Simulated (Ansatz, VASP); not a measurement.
# Cd3TeSe2: VASP beside Ansatz

```
Cd Te Se
1.0
     7.30506    0.00000    0.00000
    -3.65253    6.32637    0.00000
     0.00000    0.00000    3.67393
Cd Te Se
3 1 2
Direct
  0.50000 0.00000 0.50000
  0.50000 0.50000 0.50000
  0.00000 0.50000 0.50000
  0.00000 0.00000 0.00000
  0.33333 0.66667 0.00000
  0.66667 0.33333 0.00000
```

Change from the starting cell: species swapped into the SmAl3Pd2 type (P6/mmm, No. 191).

Alike in both runs: functional PBE; k mesh 6 × 6 × 8; occupations gaussian, width 0.1 eV; no spin polarisation.

Ansatz relaxed the structure, and its values are those at the end. VASP's run is a single point on that final structure, the one shown.

|  | VASP | Ansatz |
| --- | --- | --- |
| version | VASP 6.6.1 | Ansatz 0.2.0 |
| potentials or method | VASP PAW PBE potentials, release 64 (Cd, Te, Se), cutoff 520 eV | scalar-relativistic, plane waves, PAW |
| valence electrons in the cell | 54 | 108 |

```tsv
	VASP	Ansatz	Ansatz less VASP
gap on the k mesh at the Fermi level (eV)	none	none	-
pressure (GPa)	0.2	0.0	-0.24
```

A gap of «none» marks a metal or a gap that the smearing closes. With one functional, cell and mesh, what is left measures potentials, basis and numerics. VASP's potentials hold 54 valence electrons a cell and Ansatz's 108, so a difference there can come from the potentials and not from the codes.

Spin-orbit coupling is off throughout.
